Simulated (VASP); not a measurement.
# Ru (Fm-3m) in VASP: further runs, part 2 of 2

VASP 6.6.1.

**3. Relaxation of cell and atoms, PBE**

This run uses another cell than the first one, of 13.82 Å³/atom.

The input, INCAR:

```
PREC     = Accurate       # precision mode
ENCUT    = 600            # plane-wave cutoff, eV
EDIFF    = 1E-6           # SCF threshold, eV
ISMEAR   = 0              # smearing method
SIGMA    = 0.1            # smearing width, eV
LREAL    = False          # projectors in reciprocal space
LASPH    = True           # aspherical terms in the spheres
NELM     = 100            # most SCF steps
ALGO     = Normal         # electronic algorithm
ISIF     = 3              # what is computed and relaxed
LWAVE    = False          # write WAVECAR
LCHARG   = False          # write CHGCAR
GGA      = PE             # functional
IBRION   = 2              # ionic algorithm
NSW      = 90             # ionic steps
EDIFFG   = -0.04          # ionic threshold
```

The input, KPOINTS:

```
regular mesh
0
Gamma
  8 8 8
```

The input, POSCAR:

```
Ru
1.0
    0.0000000000      1.9046992447      1.9046992447
    1.9046992447      0.0000000000      1.9046992447
    1.9046992447      1.9046992447      0.0000000000
Ru
1
Direct
    0.0000000000      0.0000000000      0.0000000000
```

Potentials or basis: VASP PAW PBE potentials, release 64 (Ru_pv).

Started as:

```
$ cat potpaw_PBE.64/Ru_pv/POTCAR > POTCAR
$ mpirun -np 1 vasp_std > vasp.out
```

OUTCAR:

```text
PREC = Accurate
   ENCUT = 600
   EDIFF = 1E-6
   ISMEAR = 0
   LREAL = False
   LASPH = True
   NELM = 100
   ISIF = 3
   GGA = PE
   IBRION = 2
   NSW = 90
   EDIFFG = -0.04

 ion  position               nearest neighbor table
   1  0.000  0.000  0.000-

  LATTYP: Found a face centered cubic cell.
 ALAT       =     3.8093984894

  Lattice vectors:

 A1 = (   0.0000000000,   1.9046992447,   1.9046992447)
 A2 = (   1.9046992447,   0.0000000000,   1.9046992447)
 A3 = (   1.9046992447,   1.9046992447,   0.0000000000)

Analysis of symmetry for initial positions (statically):
=====================================================================
 Subroutine PRICEL returns:
 Original cell was already a primitive cell.

 Routine SETGRP: Setting up the symmetry group for a
 face centered cubic supercell.

 Subroutine GETGRP returns: Found 48 space group operations
 (whereof 48 operations were pure point group operations)
 out of a pool of 48 trial point group operations.

The static configuration has the point symmetry O_h .

Analysis of symmetry for dynamics (positions and initial velocities):
=====================================================================
 Subroutine PRICEL returns:
[... 165 lines left out ...]
  Total       -0.0654871     -0.0654871     -0.0654871      0.0000000      0.0000000     -0.0000000
  in kB       -7.5920121     -7.5920121     -7.5920121      0.0000000      0.0000000     -0.0000000
  external PRESSURE =      -7.5920121 kB  Pullay stress =       0.0000000 kB
[... 57 lines left out ...]
--------------------------------------- Ionic step        3  -------------------------------------------

 number of electron      14.0000000 magnetization

 Free energy of the ion-electron system (eV)
  ---------------------------------------------------
  ext. energy  EPLUGINS =         0.00000000
  ---------------------------------------------------
  free energy    TOTEN  =        -9.16084917 eV

  energy without entropy =       -9.15702263  energy(sigma->0) =       -9.15893590

 E-fermi :  12.3706     XC(G=0): -14.0210

 val. band max:       12.3611290280   @ k =   0.0000   0.0000   0.0000
 cond. band min:      12.5242875952   @ k =   0.2500   0.0000   0.0000
 fundamental gap:      0.1631585672
 Fermi energy:        12.3706376432

 k-point     1 :       0.0000    0.0000    0.0000
  band No.  band energies     occupation
      1     -29.9313      2.00000
      2     -29.9313      2.00000
      3     -29.9313      2.00000
      4       4.6638      2.00000
      5       9.9673      2.00000
      6       9.9673      2.00000
      7       9.9673      2.00000
      8      12.3611      1.10697
      9      12.3611      1.10697
     10      23.0708      0.00000
     11      27.5498      0.00000
[... 309 lines left out ...]
 k-point    24 :      -0.3750    0.2500    0.1250
  band No.  band energies     occupation
      1     -30.8084      2.00000
      2     -30.3364      2.00000
      3     -30.1537      2.00000
      4       7.7681      2.00000
      5       8.6542      2.00000
      6      10.3533      2.00000
      7      11.1377      2.00000
      8      13.9481      0.00000
      9      18.7650      0.00000
     10      21.9548      0.00000
     11      23.0732      0.00000

 [... further k-points ...]
[... 5 lines left out ...]
  --------------------------------------------------------------------------------------
  -------------------------------------------------------------------------------------
  Total        0.0052133      0.0052133      0.0052133     -0.0000000      0.0000000      0.0000000
  in kB        0.6059030      0.6059030      0.6059030     -0.0000000      0.0000000      0.0000000
  external PRESSURE =       0.6059030 kB  Pullay stress =       0.0000000 kB
[... 16 lines left out ...]
  FREE ENERGIE OF THE ION-ELECTRON SYSTEM (eV)
  ---------------------------------------------------
  free  energy   TOTEN  =        -9.1608491735 eV

  energy  without entropy=       -9.1570226336  energy(sigma->0) =       -9.15893590

 reached required accuracy - stopping structural energy minimisation
```

CONTCAR:

```text
Ru
   1.00000000000000
     0.0000000000000000    1.9031133697233806    1.9031133697233806
     1.9031133697233806    0.0000000000000000    1.9031133697233806
     1.9031133697233806    1.9031133697233806   -0.0000000000000000
  Ru
     1
Direct
     0.0000000000000000    0.0000000000000000    0.0000000000000000

  0.00000000E+00  0.00000000E+00  0.00000000E+00
```

Run time: 12 s. Hardware: 1 thread of Intel Xeon Platinum 8259CL at 2.50GHz (Skylake/Cascade Lake), shared host; peak memory 0.14 GiB.

What came out:

* Free energy: -9.1608 eV
* Relaxed volume: 13.79 Å³/atom
* Relaxed cell: a = 2.691 Å, b = 2.691 Å, c = 2.691 Å, α = 60.00°, β = 60.00°, γ = 60.00°
* Space group after relaxing (to 0.1 Å): Fm-3m (No. 225)
* Energy gained by relaxing: 0.1 meV/atom
* Ionic steps: 3
* Pressure after relaxing: 0.1 GPa
* Band gap on the k mesh: zero (bands 7 and 8 overlap by 3.06 eV)

Final structure:
```
Ru
1.0
     0.00000    1.90311    1.90311
     1.90311    0.00000    1.90311
     1.90311    1.90311    0.00000
Ru
1
Cartesian
  0.0000 0.0000 0.0000
```

**4. Single point, PBE**

This run uses another cell than the first one, of 13.83 Å³/atom.

The input, INCAR:

```
SYSTEM = Ru
PREC     = Accurate       ! precision mode
ENCUT    = 520            ! plane-wave cutoff, eV
EDIFF    = 1E-6           ! SCF threshold, eV
ISMEAR   = 0              ! smearing method
SIGMA    = 0.1            ! smearing width, eV
LREAL    = .FALSE.        ! projectors in reciprocal space
LASPH    = .TRUE.         ! aspherical terms in the spheres
NELM     = 100            ! most SCF steps
ALGO     = Normal         ! electronic algorithm
ISIF     = 2              ! what is computed and relaxed
LWAVE    = .FALSE.        ! write WAVECAR
LCHARG   = .FALSE.        ! write CHGCAR
GGA      = PE             ! functional
NBANDS   = 13             ! bands
```

The input, KPOINTS:

```
Automatic mesh
0
G
  24 24 24
  0 0 0
```

The input, POSCAR:

```
Ru
1.0
    0.0000000000      1.9053141684      1.9053141684
    1.9053141684      0.0000000000      1.9053141684
    1.9053141684      1.9053141684      0.0000000000
Ru
1
Direct
    0.0000000000      0.0000000000      0.0000000000
```

Potentials or basis: VASP PAW PBE potentials, release 64 (Ru_pv).

Started as:

```
$ cat potpaw_PBE.64/Ru_pv/POTCAR > POTCAR
$ mpirun -np 1 vasp_std > vasp.out
```

OUTCAR:

```text
SYSTEM = Ru
   PREC = Accurate
   ENCUT = 520
   EDIFF = 1E-6
   ISMEAR = 0
   LREAL = .FALSE.
   LASPH = .TRUE.
   NELM = 100
   ISIF = 2
   GGA = PE

 ion  position               nearest neighbor table
   1  0.000  0.000  0.000-

  LATTYP: Found a face centered cubic cell.
 ALAT       =     3.8106283368

  Lattice vectors:

 A1 = (   0.0000000000,   1.9053141684,   1.9053141684)
 A2 = (   1.9053141684,   0.0000000000,   1.9053141684)
 A3 = (   1.9053141684,   1.9053141684,   0.0000000000)

Analysis of symmetry for initial positions (statically):
=====================================================================
 Subroutine PRICEL returns:
 Original cell was already a primitive cell.

 Routine SETGRP: Setting up the symmetry group for a
 face centered cubic supercell.

 Subroutine GETGRP returns: Found 48 space group operations
 (whereof 48 operations were pure point group operations)
 out of a pool of 48 trial point group operations.

The static configuration has the point symmetry O_h .

Analysis of symmetry for dynamics (positions and initial velocities):
=====================================================================
[... 160 lines left out ...]
 fundamental gap:      0.0066507573
 Fermi energy:        12.4110769380

 k-point     1 :       0.0000    0.0000    0.0000
  band No.  band energies     occupation
      1     -30.0063      2.00000
      2     -30.0063      2.00000
      3     -30.0063      2.00000
      4       4.6224      2.00000
      5       9.9105      2.00000
      6       9.9105      2.00000
      7       9.9105      2.00000
      8      12.2902      1.91262
      9      12.2902      1.91262
     10      22.9813      0.00000
     11      27.4883      0.00000
     12      33.1275      0.00000
     13      33.1275      0.00000
[... 354 lines left out ...]
  band No.  band energies     occupation
      1     -30.9752      2.00000
      2     -30.1456      2.00000
      3     -30.1450      2.00000
      4       6.5760      2.00000
      5       9.7606      2.00000
      6       9.8886      2.00000
      7      12.5491      0.05102
      8      14.0634      0.00000
      9      14.3858      0.00000
     10      22.7599      0.00000
     11      22.9934      0.00000
     12      27.3749      0.00000
     13      33.4826      0.00000

 [... further k-points ...]
[... 5 lines left out ...]
  --------------------------------------------------------------------------------------
  -------------------------------------------------------------------------------------
  Total       -0.0084799     -0.0084799     -0.0084799      0.0000000     -0.0000000      0.0000000
  in kB       -0.9821308     -0.9821308     -0.9821308      0.0000000     -0.0000000      0.0000000
  external PRESSURE =      -0.9821308 kB  Pullay stress =       0.0000000 kB

 VOLUME and BASIS-vectors are now :
 -----------------------------------------------------------------------------
  energy-cutoff  :      520.00
  volume of cell :       13.83
      direct lattice vectors                 reciprocal lattice vectors
     0.000000000  1.905314168  1.905314168    -0.262423913  0.262423913  0.262423913
     1.905314168  0.000000000  1.905314168     0.262423913 -0.262423913  0.262423913
     1.905314168  1.905314168  0.000000000     0.262423913  0.262423913 -0.262423913

 POSITION                                       TOTAL-FORCE (eV/Angst)
 -----------------------------------------------------------------------------------
      0.00000      0.00000      0.00000        -0.000000      0.000000      0.000000
 -----------------------------------------------------------------------------------
    total drift:                                0.000000      0.000000      0.000000

  FREE ENERGIE OF THE ION-ELECTRON SYSTEM (eV)
  ---------------------------------------------------
  free  energy   TOTEN  =        -9.1223861777 eV

  energy  without entropy=       -9.1161038242  energy(sigma->0) =       -9.11924500
```

stdout:

```text
POSCAR found type information on POSCAR Ru
 POSCAR found :  1 types and       1 ions
 scaLAPACK will be used
 LDA part: xc-table for (Slater+PW92), standard interpolation
 POSCAR, INCAR and KPOINTS ok, starting setup
 FFT: planning ... GRIDC
 FFT: planning ... GRID_SOFT
 FFT: planning ... GRID
 WAVECAR not read
 entering main loop
```

Wall time 44 s (1 thread of Intel Xeon Platinum 8259CL at 2.50GHz (Skylake/Cascade Lake), shared host); peak memory 0.18 GiB.

Results:

```
Free energy            : -9.1224 eV
Pressure               : -0.1 GPa
Band gap on the k mesh : zero (bands 7 and 8 overlap by 3.41 eV)
```

**5. The runs side by side**

| task | cell | k mesh | cutoff (eV) | gap on the mesh (eV) | pressure (GPa) |
| --- | --- | --- | --- | --- | --- |
| single point | a = 2.692 Å, angles 60.0°, 1 atom | 8 × 8 × 8 | 520 | none | -0.2 |
| relaxation of cell and atoms | relaxed from a = 2.694 Å, angles 60.0°, 1 atom | 8 × 8 × 8 | 600 | none | 0.1 |
| single point | a = 2.695 Å, angles 60.0°, 1 atom | 24 × 24 × 24 | 520 | none | -0.1 |

Alike in all rows: level PBE; potentials or basis VASP PAW PBE potentials, release 64 (Ru_pv); no spin polarisation; smearing gaussian 0.1 eV.

Caveats: an empty level that is flat over the whole mesh can mark a ghost state of the potentials, or a narrow d or f band (at least some runs).

Total energies depend on the potentials used, so only differences within one code and one set of settings carry meaning.
